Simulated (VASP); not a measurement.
# TiW2 (I4/mmm) in VASP: notebook

Runs on TiW2. Level: PBE. Tasks: single point.

Everything below comes from runs of VASP 6.6.1. Logs are shortened: lines on timing, memory, paths and dates and some standing lists are left out, and cuts for length are marked.

## (1) The cell of the first run

Symmetry: I4/mmm, No. 139, tetragonal system. The conventional cell has a = 3.177 Å, b = 3.177 Å, c = 9.585 Å, α = 90.00°, β = 90.00°, γ = 90.00°. Ti (site symmetry 4/mmm) has 10 W at 2.79 to 3.14 Å and 4 Ti at 3.18 Å within 3.7 Å. Within 3.6 Å of W (site symmetry 4mm) lie 9 W at 2.69 to 3.31 Å and 5 Ti at 2.79 to 3.14 Å.

## (2) Single point, PBE

The input, INCAR:

```
PREC = Accurate
ENCUT = 520
EDIFF = 1E-7
ISMEAR = 0
SIGMA = 0.1
LREAL = False
LASPH = True
NELM = 60
ALGO = Normal
ISIF = 2
LWAVE = False
LCHARG = False
GGA = PE
NBANDS = 27
```

The input, KPOINTS:

```
Automatic mesh
0
Gamma
  8 8 8
```

The input, POSCAR:

```
TiW2
1.0
   -1.5886402324      1.5886402324      4.7925924571
    1.5886402324     -1.5886402324      4.7925924571
    1.5886402324      1.5886402324     -4.7925924571
Ti W
1 2
Direct
    0.5000000000      0.5000000000      0.0000000000
    0.8274401078      0.8274401078      0.0000000000
    0.1725598922      0.1725598922      0.0000000000
```

Potentials or basis: VASP PAW PBE potentials, release 64 (Ti_sv, W_sv).

Command:

```sh
$ cat potpaw_PBE.64/Ti_sv/POTCAR potpaw_PBE.64/W_sv/POTCAR > POTCAR
$ mpirun -np 1 vasp_std > vasp.out
```

OUTCAR:

```text
PREC = Accurate
   ENCUT = 520
   EDIFF = 1E-7
   ISMEAR = 0
   LREAL = False
   LASPH = True
   NELM = 60
   ISIF = 2
   GGA = PE

 ion  position               nearest neighbor table
   1  0.500  0.500  0.000-   3 2.79   3 2.79   3 2.79   2 2.79   3 2.79   2 2.79   2 2.79   2 2.79
                             2 3.14   3 3.14
   2  0.827  0.827  0.000-   3 2.69   3 2.69   3 2.69   3 2.69   1 2.79   1 2.79   1 2.79   1 2.79
                             1 3.14   3 3.31
   3  0.173  0.173  0.000-   2 2.69   2 2.69   2 2.69   2 2.69   1 2.79   1 2.79   1 2.79   1 2.79
                             1 3.14   2 3.31

  LATTYP: Found a body centered tetragonal cell.
 ALAT       =     3.1772804648
 C/A-ratio  =     3.0167890498

  Lattice vectors:

 A1 = (  -1.5886402324,   1.5886402324,   4.7925924571)
 A2 = (   1.5886402324,  -1.5886402324,   4.7925924571)
 A3 = (   1.5886402324,   1.5886402324,  -4.7925924571)

Analysis of symmetry for initial positions (statically):
=====================================================================
 Subroutine PRICEL returns:
 Original cell was already a primitive cell.

 Routine SETGRP: Setting up the symmetry group for a
 body centered tetragonal supercell.

 Subroutine GETGRP returns: Found 16 space group operations
 (whereof 16 operations were pure point group operations)
 out of a pool of 16 trial point group operations.

The static configuration has the point symmetry D_4h.

Analysis of symmetry for dynamics (positions and initial velocities):
=====================================================================
 Subroutine PRICEL returns:
 Original cell was already a primitive cell.

 Routine SETGRP: Setting up the symmetry group for a
 body centered tetragonal supercell.

 Subroutine GETGRP returns: Found 16 space group operations
 (whereof 16 operations were pure point group operations)
 out of a pool of 16 trial point group operations.

The dynamic configuration has the point symmetry D_4h.

 Subroutine INISYM returns: Found 16 space group operations
 (whereof 16 operations are pure point group operations),
 and found     1 'primitive' translations

----------------------------------------------------------------------------------------

                                     Primitive cell

  volume of cell :      48.3818

  direct lattice vectors                    reciprocal lattice vectors
    -1.588640232  1.588640232  4.792592457     0.000000000  0.314734570  0.104327669
     1.588640232 -1.588640232  4.792592457     0.314734570  0.000000000  0.104327669
     1.588640232  1.588640232 -4.792592457     0.314734570  0.314734570  0.000000000

  length of vectors
     5.293061310  5.293061310  5.293061310     0.331575198  0.331575198  0.445101897

  position of ions in fractional coordinates (direct lattice)
     0.500000000  0.500000000  0.000000000
     0.827440108  0.827440108  0.000000000
     0.172559892  0.172559892  0.000000000

  ion indices of the primitive-cell ions
   primitive index   ion index
                 1           1
                 2           2
                 3           3

----------------------------------------------------------------------------------------

 KPOINTS: Automatic mesh

Automatic generation of k-mesh.
 Grid dimensions read from file:
 generate k-points for:    8    8    8

 Generating k-lattice:

  Cartesian coordinates                     Fractional coordinates (reciprocal lattice)
     0.000000000  0.039341821  0.013040959     0.125000000 -0.000000000  0.000000000
     0.039341821  0.000000000  0.013040959    -0.000000000  0.125000000  0.000000000
     0.039341821  0.039341821  0.000000000     0.000000000  0.000000000  0.125000000

  Length of vectors
     0.041446900  0.041446900  0.055637737

  Shift w.r.t. Gamma in fractional coordinates (k-lattice)
     0.000000000  0.000000000  0.000000000

 Subroutine IBZKPT returns following result:
 ===========================================

 Found     59 irreducible k-points:

 Following reciprocal coordinates:
            Coordinates               Weight
  0.000000  0.000000  0.000000      1.000000
  0.125000  0.000000 -0.000000      8.000000
  0.250000  0.000000 -0.000000      8.000000
  0.375000  0.000000 -0.000000      8.000000
  0.500000  0.000000 -0.000000      4.000000
  0.125000  0.125000 -0.000000      8.000000
[... 16 lines left out ...]
  0.250000  0.125000  0.125000     16.000000
  0.375000  0.125000  0.125000      8.000000
 [... further k-points ...]
   k-points           NKPTS =     59   k-points in BZ     NKDIM =     59   number of bands    NBANDS=     27
   number of dos      NEDOS =    301   number of ions     NIONS =      3
   total plane-waves  NPLWV =  64000
   dimension x,y,z NGX =    40 NGY =   40 NGZ =   40
   dimension x,y,z NGXF=    80 NGYF=   80 NGZF=   80
   ions per type =               1   2
   NGX,Y,Z   is equivalent  to a cutoff of  12.56, 12.56, 12.56 a.u.
   NGXF,Y,Z  is equivalent  to a cutoff of  25.13, 25.13, 25.13 a.u.
 SYSTEM =  unknown system
   PREC   = accura    normal or accurate (medium, high low for compatibility)
   ISTART =      0    job   : 0-new  1-cont  2-samecut
   ICHARG =      2    charge: 1-file 2-atom 10-const
   ISPIN  =      1    spin polarized calculation?
   LNONCOLLINEAR =      F non collinear calculations
   LSORBIT =      F    spin-orbit coupling
   LASPH  =      T    aspherical Exc in radial PAW
   ENCUT  =  520.0 eV  38.22 Ry    6.18 a.u.   9.84  9.84  9.84*2*pi/ulx,y,z
   NELM   =     60;   NELMIN=  2; NELMDL= -5     # of ELM steps
   EDIFF  = 0.1E-06   stopping-criterion for ELM
   LREAL  =      F    real-space projection
   EDIFFG = 0.1E-05   stopping-criterion for IOM
   NSW    =      0    number of steps for IOM
   IBRION =     -1    ionic relax: 0-MD 1-quasi-New 2-CG
   NFREE  =      0    steps in history (QN), initial steepest desc. (CG)
   ISIF   =      2    stress and relaxation
   ISYM   =      2    0-nonsym 1-usesym 2-fastsym
   POTIM  = 0.5000    time-step for ionic-motion
   TEBEG  =    0.0;   TEEND  =   0.0 temperature during run
   PSTRESS=    0.0 pullay stress
   NELECT =      40.0000    total number of electrons
   NUPDOWN=      -1.0000    fix difference up-down
   EMIN   =  10.00;   EMAX   =-10.00  energy-range for DOS
   EFERMI =   0.00;   METHOD = LEGACY
   ISMEAR =     0;   SIGMA  =   0.10  broadening in eV -4-tet -1-fermi 0-gaus
   EFERMI_NEDOS =   21; number of points for ismear=-14 and -15
   IALGO  =     38    algorithm
   IMIX   =      4    mixing-type and parameters
     AMIX     =   0.40;   BMIX     =  1.00
     AMIX_MAG =   1.60;   BMIX_MAG =  1.00
  volume/ion in A,a.u.               =      16.13       108.83
  Fermi-wavevector in a.u.,A,eV,Ry     =   1.536506  2.903576 32.121328  2.360851
  Thomas-Fermi vector in A             =   2.643145
   LORBIT       =      0    0 simple, 1 ext, 2 COOP (PROOUT), +10 PAW based schemes
   GGA     = PE    functional components
   LHFCALC =     F    Hartree Fock is set to
   AEXX    =    0.0000 exact exchange contribution
   IVDW    =     0    specifies the selected vdW correction
   LEPSILON=     F    determine dielectric tensor
   LRPA    =     F    only Hartree local field effects (RPA)
 non-spin polarized calculation
 Gauss-broadening in eV      SIGMA  =   0.10
  energy-cutoff  :      520.00
  volume of cell :       48.38
 maximum number of plane-waves:      1328
   NGX = 19   NGY = 19   NGZ = 19

 number of electron      40.0000003 magnetization

 Free energy of the ion-electron system (eV)
  ---------------------------------------------------
  ext. energy  EPLUGINS =         0.00000000
  ---------------------------------------------------
  free energy    TOTEN  =       -33.88727032 eV

  energy without entropy =      -33.87305478  energy(sigma->0) =      -33.88016255

 E-fermi :   9.8293     XC(G=0): -12.9816

 val. band max:        9.8218553376   @ k =   0.2500   0.0000  -0.0000
 cond. band min:       9.8502709123   @ k =  -0.1250  -0.1250   0.1250
 fundamental gap:      0.0284155747
 Fermi energy:         9.8292912046

 k-point     1 :       0.0000    0.0000    0.0000
  band No.  band energies     occupation
      1     -63.4625      2.00000
      2     -63.3144      2.00000
      3     -46.3800      2.00000
      4     -27.8979      2.00000
      5     -27.8059      2.00000
      6     -27.8059      2.00000
[... 19 lines left out ...]
     26      12.8619      0.00000
     27      13.0631      0.00000

 k-point     2 :       0.1250    0.0000   -0.0000
  band No.  band energies     occupation
      1     -63.4557      2.00000
      2     -63.3188      2.00000
      3     -46.3780      2.00000
      4     -27.9127      2.00000
      5     -27.8646      2.00000
      6     -27.7828      2.00000
[... 19 lines left out ...]
     26      12.9745      0.00000
     27      13.8756      0.00000

 k-point     3 :       0.2500    0.0000   -0.0000
  band No.  band energies     occupation
      1     -63.4367      2.00000
      2     -63.3319      2.00000
      3     -46.3731      2.00000
      4     -27.9764      2.00000
      5     -27.9527      2.00000
      6     -27.7175      2.00000
[... 19 lines left out ...]
     26      13.3089      0.00000
     27      14.8847      0.00000

 k-point     4 :       0.3750    0.0000   -0.0000
  band No.  band energies     occupation
      1     -63.4098      2.00000
      2     -63.3530      2.00000
      3     -46.3682      2.00000
      4     -28.0563      2.00000
      5     -28.0099      2.00000
      6     -27.6218      2.00000
[... 19 lines left out ...]
     26      13.6479      0.00000
     27      14.4516      0.00000
[... 516 lines left out ...]
      4     -27.9886      2.00000
      5     -27.9636      2.00000
      6     -27.8006      2.00000
[... 19 lines left out ...]
     26      13.4489      0.00000
     27      13.5038      0.00000

 k-point    23 :       0.2500    0.1250    0.1250
  band No.  band energies     occupation
      1     -63.3974      2.00000
      2     -63.3569      2.00000
      3     -46.3608      2.00000
      4     -28.0402      2.00000
      5     -28.0296      2.00000
      6     -27.7252      2.00000
[... 19 lines left out ...]
     26      13.5821      0.00000
     27      13.7767      0.00000

 k-point    24 :       0.3750    0.1250    0.1250
  band No.  band energies     occupation
      1     -63.3771      2.00000
      2     -63.3748      2.00000
      3     -46.3587      2.00000
      4     -28.0701      2.00000
      5     -28.0574      2.00000
      6     -27.6515      2.00000
[... 19 lines left out ...]
     26      13.6452      0.00000
     27      13.7813      0.00000

 [... further k-points ...]

------------------------ aborting loop because EDIFF is reached ----------------------------------------

  FORCE on cell =-STRESS in cart. coord.  units (eV):
  Direction    XX          YY          ZZ          XY          YZ          ZX
  --------------------------------------------------------------------------------------
  -------------------------------------------------------------------------------------
  Total        0.0423519      0.0423519      0.0401455      0.0000000      0.0000000      0.0000000
  in kB        1.4024951      1.4024951      1.3294304      0.0000000      0.0000000      0.0000000
  external PRESSURE =       1.3781402 kB  Pullay stress =       0.0000000 kB

 VOLUME and BASIS-vectors are now :
 -----------------------------------------------------------------------------
  energy-cutoff  :      520.00
  volume of cell :       48.38
      direct lattice vectors                 reciprocal lattice vectors
    -1.588640232  1.588640232  4.792592457     0.000000000  0.314734570  0.104327669
     1.588640232 -1.588640232  4.792592457     0.314734570  0.000000000  0.104327669
     1.588640232  1.588640232 -4.792592457     0.314734570  0.314734570  0.000000000

 POSITION                                       TOTAL-FORCE (eV/Angst)
 -----------------------------------------------------------------------------------
      0.00000      0.00000      4.79259         0.000000      0.000000      0.000000
      0.00000      0.00000      7.93117        -0.000000     -0.000000      0.029832
      0.00000      0.00000      1.65402        -0.000000     -0.000000     -0.029832
 -----------------------------------------------------------------------------------
    total drift:                               -0.000000     -0.000000      0.000000

  FREE ENERGIE OF THE ION-ELECTRON SYSTEM (eV)
  ---------------------------------------------------
  free  energy   TOTEN  =       -33.8872703187 eV

  energy  without entropy=      -33.8730547760  energy(sigma->0) =      -33.88016255
```

Run time: 2.9 min. Hardware: 1 thread of Intel Xeon 6975P-C (Granite Rapids), shared host; peak memory 0.28 GiB.

What came out:

| Property | Result |
| --- | --- |
| Free energy | -33.8873 eV |
| Pressure | 0.1 GPa |
| Largest force | 0.030 eV/Å |
| Band gap on the k mesh | zero (bands 20 and 21 overlap by 1.23 eV) |

Forces in eV/Å, atoms in the order of the input:
```
Ti   0.000  0.000  0.000
W    0.000  0.000  0.030
W    0.000  0.000 -0.030
```

Caveat: spin-orbit coupling is left out, which moves the levels of the heavy elements.

## (3) Single point, PBE

This run uses another cell than the first one, of 16.31 Å³/atom.

The input, INCAR:

```
SYSTEM = TiW2
PREC = Accurate ; ENCUT = 520
EDIFF = 1E-6 ; ISMEAR = 0
SIGMA = 0.1 ; LREAL = .FALSE.
LASPH = .TRUE. ; NELM = 100
ALGO = Normal ; ISIF = 2
LWAVE = .FALSE. ; LCHARG = .TRUE.
GGA = PE ; LELF = .TRUE.
LVHAR = .TRUE. ; NBANDS = 27
```

The input, KPOINTS:

```
Automatic mesh
0
G
  8 8 8
  0 0 0
```

The input, POSCAR:

```
TiW2
1.0
   -1.5975010200      1.5975010200      4.7925030600
    1.5975010200     -1.5975010200      4.7925030600
    1.5975010200      1.5975010200     -4.7925030600
Ti W
1 2
Direct
    0.5000000000      0.5000000000      0.0000000000
    0.8333333300      0.8333333300      0.0000000000
    0.1666666700      0.1666666700      0.0000000000
```

Potentials or basis: VASP PAW PBE potentials, release 64 (Ti_sv, W_sv).

Command:

```sh
$ cat potpaw_PBE.64/Ti_sv/POTCAR potpaw_PBE.64/W_sv/POTCAR > POTCAR
$ mpirun -np 1 vasp_std > vasp.out
```

OUTCAR:

```text
SYSTEM = TiW2
   PREC = Accurate
   ENCUT = 520
   EDIFF = 1E-6
   ISMEAR = 0
   LREAL = .FALSE.
   LASPH = .TRUE.
   NELM = 100
   ISIF = 2
   GGA = PE

 ion  position               nearest neighbor table
   1  0.500  0.500  0.000-   3 2.77   3 2.77   3 2.77   2 2.77   3 2.77   2 2.77   2 2.77   2 2.77
                             2 3.20   3 3.20
   2  0.833  0.833  0.000-   3 2.77   3 2.77   3 2.77   3 2.77   1 2.77   1 2.77   1 2.77   1 2.77
                             1 3.20   3 3.20
   3  0.167  0.167  0.000-   2 2.77   2 2.77   2 2.77   2 2.77   1 2.77   1 2.77   1 2.77   1 2.77
                             1 3.20   2 3.20

  LATTYP: Found a body centered tetragonal cell.
 ALAT       =     3.1950020400
 C/A-ratio  =     3.0000000000

  Lattice vectors:

 A1 = (  -1.5975010200,   1.5975010200,   4.7925030600)
 A2 = (   1.5975010200,  -1.5975010200,   4.7925030600)
 A3 = (   1.5975010200,   1.5975010200,  -4.7925030600)

Analysis of symmetry for initial positions (statically):
=====================================================================
 Subroutine PRICEL returns:
 Original cell was already a primitive cell.

 Routine SETGRP: Setting up the symmetry group for a
 body centered tetragonal supercell.
[... 168 lines left out ...]

 E-fermi :   9.6452     XC(G=0): -12.9322

 val. band max:        9.6301621418   @ k =  -0.1250  -0.2500   0.1250
 cond. band min:       9.6511169057   @ k =   0.1250   0.0000   0.0000
 fundamental gap:      0.0209547638
 Fermi energy:         9.6451937548

 k-point     1 :       0.0000    0.0000    0.0000
  band No.  band energies     occupation
      1     -63.6741      2.00000
      2     -63.5670      2.00000
      3     -46.4340      2.00000
      4     -28.0954      2.00000
      5     -27.9452      2.00000
      6     -27.9452      2.00000
[... 709 lines left out ...]
     26      13.4779      0.00000
     27      13.5572      0.00000

 [... further k-points ...]

------------------------ aborting loop because EDIFF is reached ----------------------------------------

  FORCE on cell =-STRESS in cart. coord.  units (eV):
  Direction    XX          YY          ZZ          XY          YZ          ZX
  --------------------------------------------------------------------------------------
  -------------------------------------------------------------------------------------
  Total       -1.4005513     -1.4005513     -1.4297490      0.0000000     -0.0000000      0.0000000
  in kB      -45.8674835    -45.8674835    -46.8236961      0.0000000     -0.0000000      0.0000000
  external PRESSURE =     -46.1862210 kB  Pullay stress =       0.0000000 kB

 VOLUME and BASIS-vectors are now :
 -----------------------------------------------------------------------------
  energy-cutoff  :      520.00
  volume of cell :       48.92
      direct lattice vectors                 reciprocal lattice vectors
    -1.597501020  1.597501020  4.792503060     0.000000000  0.312988846  0.104329615
     1.597501020 -1.597501020  4.792503060     0.312988846  0.000000000  0.104329615
     1.597501020  1.597501020 -4.792503060     0.312988846  0.312988846  0.000000000

 POSITION                                       TOTAL-FORCE (eV/Angst)
 -----------------------------------------------------------------------------------
      0.00000      0.00000      4.79250        -0.000000     -0.000000      0.000000
      0.00000      0.00000      7.98751         0.000000      0.000000     -1.188860
      0.00000      0.00000      1.59750         0.000000      0.000000      1.188860
 -----------------------------------------------------------------------------------
    total drift:                                0.000000      0.000000      0.000000

  FREE ENERGIE OF THE ION-ELECTRON SYSTEM (eV)
  ---------------------------------------------------
  free  energy   TOTEN  =       -33.8073720763 eV

  energy  without entropy=      -33.7886624545  energy(sigma->0) =      -33.79801727
```

stdout:

```text
POSCAR found type information on POSCAR TiW
 POSCAR found :  2 types and       3 ions
 scaLAPACK will be used
 LDA part: xc-table for (Slater+PW92), standard interpolation
 POSCAR, INCAR and KPOINTS ok, starting setup
 FFT: planning ... GRIDC
 FFT: planning ... GRID_SOFT
 FFT: planning ... GRID
 WAVECAR not read
 entering main loop
```

It took 2.8 min on 1 thread of Intel Xeon 6975P-C (Granite Rapids), shared host; peak memory 0.27 GiB.

What came out:

```yaml
Free_energy: -33.8074 eV
Pressure: -4.6 GPa
Largest_force: 1.189 eV/Å
Band_gap_on_the_k_mesh: zero (bands 20 and 21 overlap by 1.10 eV)
```

Forces on the atoms (eV/Å):
```
Ti   0.000  0.000  0.000
W    0.000  0.000 -1.189
W    0.000  0.000  1.189
```

Levels at points of the mesh, in eV from the Fermi level:
```
           k point  band 17  band 18  band 19  band 20  band 21  band 22  band 23  band 24
(0.00, 0.00, 0.00)    -2.00     0.11     0.11     0.19     1.83     1.83     2.18     2.18
(0.50, 0.00, 0.00)    -1.66    -0.86    -0.74     0.24     1.30     1.45     1.82     3.02
(0.50, 0.50, 0.00)    -1.73    -1.22    -0.94    -0.04     1.45     3.02     3.52     3.54
(0.50, 0.50, 0.50)    -0.23    -0.23     0.30     0.71     0.71     0.91     1.14     1.57
```

Caveat: the cell stands under tension; spin-orbit coupling is left out, which moves the levels of the heavy elements; forces of over 1 eV/Å act on the atoms, so gaps and moduli don't describe the material at rest.
